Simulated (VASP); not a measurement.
# ZnS (P6_3mc) in VASP: a series of runs, part 3 of 3

VASP 6.6.1. Earlier steps stand in the parts before.

## (5) Electric field gradients, PBEsol (zz strain of +3 %)

Input file INCAR:

```
SYSTEM = ZnS
  PREC = Accurate
  ENCUT = 520
  EDIFF = 1E-8
  ISMEAR = -1
  SIGMA = 0.03
  LREAL = .False.
  LASPH = .True.
  NELM = 100
  ALGO = Normal
  ISIF = 2
  LWAVE = .False.
  LCHARG = .False.
  GGA = PS
  LEFG = .True.
  NBANDS = 26
```

Input file KPOINTS:

```
Automatic mesh
0
Gamma
  8 8 5
  0 0 0
```

Input file POSCAR:

```
ZnS
1.0
    3.8109987816      0.0000000000      0.0000000000
   -1.9054993908      3.3004217586      0.0000000000
    0.0000000000      0.0000000000      6.4210200000
Zn S
2 2
Direct
    0.3333333333      0.6666666667      0.0000000000
    0.6666666667      0.3333333333      0.5000000000
    0.3333333333      0.6666666667      0.3850000000
    0.6666666667      0.3333333333      0.8850000000
```

Potentials or basis: VASP PAW PBE potentials, release 64 (Zn, S).

Run with:

```bash
cat potpaw_PBE.64/Zn/POTCAR potpaw_PBE.64/S/POTCAR > POTCAR
mpirun -np 1 vasp_std > vasp.out
```

OUTCAR:

```text
SYSTEM = ZnS
   PREC = Accurate
   ENCUT = 520
   EDIFF = 1E-8
   ISMEAR = -1
   LREAL = .False.
   LASPH = .True.
   NELM = 100
   ISIF = 2
   GGA = PS

 ion  position               nearest neighbor table
   1  0.333  0.667  0.000-   4 2.32   4 2.32   4 2.32   3 2.47
   2  0.667  0.333  0.500-   3 2.32   3 2.32   3 2.32   4 2.47
   3  0.333  0.667  0.385-   2 2.32   2 2.32   2 2.32   1 2.47
   4  0.667  0.333  0.885-   1 2.32   1 2.32   1 2.32   2 2.47

  LATTYP: Found a hexagonal cell.
 ALAT       =     3.8109987816
 C/A-ratio  =     1.6848654035

  Lattice vectors:

[... 924 lines left out ...]
 ion       V_xx      V_yy      V_zz      V_xy      V_xz      V_yz
---------------------------------------------------------------------
   1     -15.334   -15.328    30.662     0.006    -0.000     0.000
   2     -15.334   -15.328    30.662     0.006     0.000    -0.000
   3       0.559     0.559    -1.118    -0.000    -0.000     0.000
   4       0.559     0.559    -1.118    -0.000     0.000    -0.000
---------------------------------------------------------------------

 Electric field gradients after diagonalization (V/A^2)
 (convention: |V_zz| > |V_xx| > |V_yy|)
----------------------------------------------------------------------
 ion       V_xx      V_yy      V_zz     asymmetry (V_yy - V_xx)/ V_zz
----------------------------------------------------------------------
   1     -15.337   -15.324    30.662       0.000
   2     -15.337   -15.324    30.662       0.000
   3       0.560     0.559    -1.118       0.001
   4       0.560     0.559    -1.118       0.001
----------------------------------------------------------------------

           NMR quadrupolar parameters

 Cq : quadrupolar parameter    Cq=e*Q*V_zz/h
 eta: asymmetry parameters     (V_yy - V_xx)/ V_zz
 Q  : nuclear electric quadrupole moment in mb (millibarn)
----------------------------------------------------------------------
 ion       Cq(MHz)       eta       Q (mb)
----------------------------------------------------------------------
   1       0.074       0.000       1.000
   2       0.074       0.000       1.000
   3      -0.003       0.001       1.000
   4      -0.003       0.001       1.000
----------------------------------------------------------------------
```

It took 96 s on 1 thread of Intel Xeon 8259CL, shared host; peak memory 0.21 GiB.

What came out:

* Free energy: -15.0807 eV
* Pressure: -2.8 GPa
* Largest force: 0.362 eV/Å
* Band gap on the k mesh: 1.95 eV
* Largest electric field gradient by atom: Zn +30.7; S -1.1 V/Å²

Forces in eV/Å, atoms in the order of the input:
```
Zn   0.000  0.000  0.362
Zn   0.000  0.000  0.362
S    0.000  0.000 -0.362
S    0.000  0.000 -0.362
```

Stress tensor (GPa, compression positive):
```
-1.26  0.00  0.00
 0.00 -1.26  0.00
 0.00  0.00 -5.85
```

Electric field gradients, principal values (V/Å²):
```tsv
atom	least	middle	greatest (by size)
1 Zn	-15.324	-15.337	30.662
2 Zn	-15.324	-15.337	30.662
3 S	0.559	0.560	-1.118
4 S	0.559	0.560	-1.118
```

Caveat: the cell differs from its parent crystal (zz strain of +3 %); without QUAD_EFG the Cq values of the log hold for a quadrupole moment of 1 mb, not for the nuclei; the PAW data sets were made with another functional, which shifts forces and pressure a little.

## (6) Electric field gradients, PBEsol (zz strain of +3 %)

Input file INCAR:

```
  ALGO = Normal
  EDIFF = 1E-8
  ENCUT = 520
  GGA = PS
  ISIF = 2
  ISMEAR = -1
  LASPH = True
  LCHARG = False
  LEFG = True
  LREAL = False
  LWAVE = False
  NBANDS = 26
  NELM = 100
  PREC = Accurate
  SIGMA = 0.03
```

Input file KPOINTS:

```
k-points
0
Gamma
  8 8 5
```

POSCAR is that of step 5.

Potentials or basis: VASP PAW PBE potentials, release 64 (Zn, S).

Run with:

```bash
cat potpaw_PBE.64/Zn/POTCAR potpaw_PBE.64/S/POTCAR > POTCAR
mpirun -np 1 vasp_std > vasp.out
```

OUTCAR:

```text
EDIFF = 1E-8
   ENCUT = 520
   GGA = PS
   ISIF = 2
   ISMEAR = -1
   LASPH = True
   LREAL = False
   NELM = 100
   PREC = Accurate

 ion  position               nearest neighbor table
   1  0.333  0.667  0.000-   4 2.32   4 2.32   4 2.32   3 2.47
   2  0.667  0.333  0.500-   3 2.32   3 2.32   3 2.32   4 2.47
   3  0.333  0.667  0.385-   2 2.32   2 2.32   2 2.32   1 2.47
   4  0.667  0.333  0.885-   1 2.32   1 2.32   1 2.32   2 2.47

  LATTYP: Found a hexagonal cell.
 ALAT       =     3.8109987816
 C/A-ratio  =     1.6848654035

  Lattice vectors:

 A1 = (   3.8109987816,   0.0000000000,   0.0000000000)
 A2 = (  -1.9054993908,   3.3004217586,   0.0000000000)
 A3 = (   0.0000000000,   0.0000000000,   6.4210200000)

Analysis of symmetry for initial positions (statically):
=====================================================================
 Subroutine PRICEL returns:
 Original cell was already a primitive cell.

 Routine SETGRP: Setting up the symmetry group for a
 hexagonal supercell.

 Subroutine GETGRP returns: Found 12 space group operations
 (whereof  6 operations were pure point group operations)
 out of a pool of 24 trial point group operations.

The static configuration has the point symmetry C_3v.
 The point group associated with its full space group is C_6v.

Analysis of symmetry for dynamics (positions and initial velocities):
=====================================================================
 Subroutine PRICEL returns:
 Original cell was already a primitive cell.

 Routine SETGRP: Setting up the symmetry group for a
 hexagonal supercell.

 Subroutine GETGRP returns: Found 12 space group operations
 (whereof  6 operations were pure point group operations)
 out of a pool of 24 trial point group operations.

The dynamic configuration has the point symmetry C_3v.
 The point group associated with its full space group is C_6v.

 Subroutine INISYM returns: Found 12 space group operations
 (whereof  6 operations are pure point group operations),
 and found     1 'primitive' translations

----------------------------------------------------------------------------------------

                                     Primitive cell

  volume of cell :      80.7630

  direct lattice vectors                    reciprocal lattice vectors
     3.810998782  0.000000000  0.000000000     0.262398405  0.151495789  0.000000000
    -1.905499391  3.300421759  0.000000000     0.000000000  0.302991579  0.000000000
     0.000000000  0.000000000  6.421020000     0.000000000  0.000000000  0.155738496

  length of vectors
     3.810998782  3.810998782  6.421020000     0.302991579  0.302991579  0.155738496

  position of ions in fractional coordinates (direct lattice)
     0.333333333  0.666666667  0.000000000
     0.666666667  0.333333333  0.500000000
     0.333333333  0.666666667  0.385000000
     0.666666667  0.333333333  0.885000000

  ion indices of the primitive-cell ions
   primitive index   ion index
                 1           1
                 2           2
[... 81 lines left out ...]
   ISYM   =      2    0-nonsym 1-usesym 2-fastsym
   POTIM  = 0.5000    time-step for ionic-motion
   TEBEG  =    0.0;   TEEND  =   0.0 temperature during run
   PSTRESS=    0.0 pullay stress
   NELECT =      36.0000    total number of electrons
   NUPDOWN=      -1.0000    fix difference up-down
   EMIN   =  10.00;   EMAX   =-10.00  energy-range for DOS
   EFERMI =   0.00;   METHOD = LEGACY
   ISMEAR =    -1;   SIGMA  =   0.03  broadening in eV -4-tet -1-fermi 0-gaus
   EFERMI_NEDOS =   21; number of points for ismear=-14 and -15
   IALGO  =     38    algorithm
   IMIX   =      4    mixing-type and parameters
     AMIX     =   0.40;   BMIX     =  1.00
     AMIX_MAG =   1.60;   BMIX_MAG =  1.00
  volume/ion in A,a.u.               =      20.19       136.25
  Fermi-wavevector in a.u.,A,eV,Ry     =   1.250561  2.363218 21.278192  1.563903
  Thomas-Fermi vector in A             =   2.384550
   LORBIT       =      0    0 simple, 1 ext, 2 COOP (PROOUT), +10 PAW based schemes
   GGA     = PS    functional components
   LHFCALC =     F    Hartree Fock is set to
   AEXX    =    0.0000 exact exchange contribution
   IVDW    =     0    specifies the selected vdW correction
   LEPSILON=     F    determine dielectric tensor
   LRPA    =     F    only Hartree local field effects (RPA)
 non-spin polarized calculation
  energy-cutoff  :      520.00
  volume of cell :       80.76
 maximum number of plane-waves:      2192
   NGX = 15   NGY = 15   NGZ = 23

 number of electron      36.0000011 magnetization

 Free energy of the ion-electron system (eV)
  ---------------------------------------------------
  ext. energy  EPLUGINS =         0.00000000
  ---------------------------------------------------
  free energy    TOTEN  =       -15.08074723 eV

  energy without entropy =      -15.08074723  energy(sigma->0) =      -15.08074723

 E-fermi :   2.4486     XC(G=0):  -9.7304

 val. band max:        1.8182725550   @ k =   0.0000   0.0000   0.0000
 cond. band min:       3.7655039075   @ k =   0.0000   0.0000   0.0000
 fundamental gap:      1.9472313525
 Fermi energy:         2.4485677091

 k-point     1 :       0.0000    0.0000    0.0000
  band No.  band energies     occupation
      1     -11.2181      2.00000
      2     -10.3998      2.00000
      3      -4.5128      2.00000
      4      -4.5128      2.00000
      5      -4.4580      2.00000
      6      -4.4580      2.00000
[... 685 lines left out ...]
     25      10.6641      0.00000
     26      11.1234      0.00000

 [... further k-points ...]
[... 5 lines left out ...]
  --------------------------------------------------------------------------------------
  -------------------------------------------------------------------------------------
  Total       -0.6354260     -0.6354260     -2.9494990      0.0000000      0.0000000      0.0000000
  in kB      -12.6055931    -12.6055931    -58.5122175      0.0000000      0.0000000      0.0000000
  external PRESSURE =     -27.9078012 kB  Pullay stress =       0.0000000 kB

 VOLUME and BASIS-vectors are now :
 -----------------------------------------------------------------------------
  energy-cutoff  :      520.00
  volume of cell :       80.76
      direct lattice vectors                 reciprocal lattice vectors
     3.810998782  0.000000000  0.000000000     0.262398405  0.151495789  0.000000000
    -1.905499391  3.300421759  0.000000000     0.000000000  0.302991579  0.000000000
     0.000000000  0.000000000  6.421020000     0.000000000  0.000000000  0.155738496

 POSITION                                       TOTAL-FORCE (eV/Angst)
 -----------------------------------------------------------------------------------
     -0.00000      2.20028      0.00000         0.000000      0.000000      0.361540
      1.90550      1.10014      3.21051        -0.000000      0.000000      0.361540
     -0.00000      2.20028      2.47209        -0.000000      0.000000     -0.361540
      1.90550      1.10014      5.68260        -0.000000     -0.000000     -0.361540
 -----------------------------------------------------------------------------------
    total drift:                               -0.000000     -0.000000     -0.000059

  FREE ENERGIE OF THE ION-ELECTRON SYSTEM (eV)
  ---------------------------------------------------
  free  energy   TOTEN  =       -15.0807472350 eV

  energy  without entropy=      -15.0807472350  energy(sigma->0) =      -15.08074723

 Electric field gradients (V/A^2)
---------------------------------------------------------------------
 ion       V_xx      V_yy      V_zz      V_xy      V_xz      V_yz
---------------------------------------------------------------------
   1     -15.334   -15.328    30.662     0.006    -0.000     0.000
   2     -15.334   -15.328    30.662     0.006     0.000    -0.000
   3       0.559     0.559    -1.118    -0.000    -0.000     0.000
   4       0.559     0.559    -1.118    -0.000     0.000    -0.000
---------------------------------------------------------------------

 Electric field gradients after diagonalization (V/A^2)
 (convention: |V_zz| > |V_xx| > |V_yy|)
----------------------------------------------------------------------
 ion       V_xx      V_yy      V_zz     asymmetry (V_yy - V_xx)/ V_zz
----------------------------------------------------------------------
   1     -15.337   -15.324    30.662       0.000
   2     -15.337   -15.324    30.662       0.000
   3       0.560     0.559    -1.118       0.001
   4       0.560     0.559    -1.118       0.001
----------------------------------------------------------------------

           NMR quadrupolar parameters

 Cq : quadrupolar parameter    Cq=e*Q*V_zz/h
 eta: asymmetry parameters     (V_yy - V_xx)/ V_zz
 Q  : nuclear electric quadrupole moment in mb (millibarn)
----------------------------------------------------------------------
 ion       Cq(MHz)       eta       Q (mb)
----------------------------------------------------------------------
   1       0.074       0.000       1.000
   2       0.074       0.000       1.000
   3      -0.003       0.001       1.000
   4      -0.003       0.001       1.000
----------------------------------------------------------------------
```

stdout:

```text
POSCAR found type information on POSCAR ZnS
 POSCAR found :  2 types and       4 ions
 scaLAPACK will be used
 -----------------------------------------------------------------------------
|                                                                             |
|                                                                             |
|     You enforced a specific xc type in the INCAR file but a different       |
|     I HOPE YOU KNOW WHAT YOU ARE DOING!                                     |
|                                                                             |
 -----------------------------------------------------------------------------

 LDA part: xc-table for (Slater+PW92), standard interpolation
 POSCAR, INCAR and KPOINTS ok, starting setup
 FFT: planning ... GRIDC
 FFT: planning ... GRID_SOFT
 FFT: planning ... GRID
 WAVECAR not read
 entering main loop
ion   1

ion   2

ion   3

ion   4
```

It took 81 s on 1 thread of Intel Xeon 8259CL, shared host; peak memory 0.21 GiB.

What came out:

* Free energy: -15.0807 eV
* Pressure: -2.8 GPa
* Largest force: 0.362 eV/Å
* Band gap on the k mesh: 1.95 eV
* Largest electric field gradient by atom: Zn +30.7; S -1.1 V/Å²

Forces in eV/Å, atoms in the order of the input:
```
Zn   0.000  0.000  0.362
Zn   0.000  0.000  0.362
S    0.000  0.000 -0.362
S    0.000  0.000 -0.362
```

Levels at points of the mesh, in eV from the valence-band top:
```csv
k point,band 14,band 15,band 16,band 17,band 18,band 19,band 20,band 21,band 22,band 23
"(0.00, 0.00, 0.00)",-0.74,-0.74,-0.09,0.00,0.00,1.95,3.02,6.24,6.34,6.34
"(0.50, 0.00, 0.00)",-4.25,-3.05,-2.11,-1.52,-1.00,3.61,4.01,4.94,6.91,7.14
```

Electric field gradients, principal values (V/Å²):
| atom | least | middle | greatest (by size) |
| --- | --- | --- | --- |
| 1 Zn | -15.324 | -15.337 | 30.662 |
| 2 Zn | -15.324 | -15.337 | 30.662 |
| 3 S | 0.559 | 0.560 | -1.118 |
| 4 S | 0.559 | 0.560 | -1.118 |

Caveat: the cell differs from its parent crystal (zz strain of +3 %); without QUAD_EFG the Cq values of the log hold for a quadrupole moment of 1 mb, not for the nuclei; the PAW data sets were made with another functional, which shifts forces and pressure a little.

## (7) The runs side by side

| cell | gap on the mesh (eV) | pressure (GPa) | largest force (eV/Å) |
| --- | --- | --- | --- |
| a = 3.811, b = 3.811, c = 6.172 Å, angles 90.0, 90.0, 120.0°, 4 atoms | 2.14 | -0.4 | 0.27 |
| a = 3.811, b = 3.811, c = 6.359 Å, angles 90.0, 90.0, 120.0°, 4 atoms | 2.01 | -2.3 | 0.35 |
| a = 3.811, b = 3.811, c = 6.421 Å, angles 90.0, 90.0, 120.0°, 4 atoms | 1.95 | -2.8 | 0.36 |

Alike in all rows: task electric field gradients; level PBEsol; potentials or basis VASP PAW PBE potentials, release 64 (Zn, S); no spin polarisation; k mesh 8 × 8 × 5; cutoff (eV) 520; smearing fermi-dirac 0.03 eV.

Caveats: the PAW data sets were made with another functional, which shifts forces and pressure a little.

Total energies depend on the potentials used, so only differences within one code and one set of settings carry meaning.
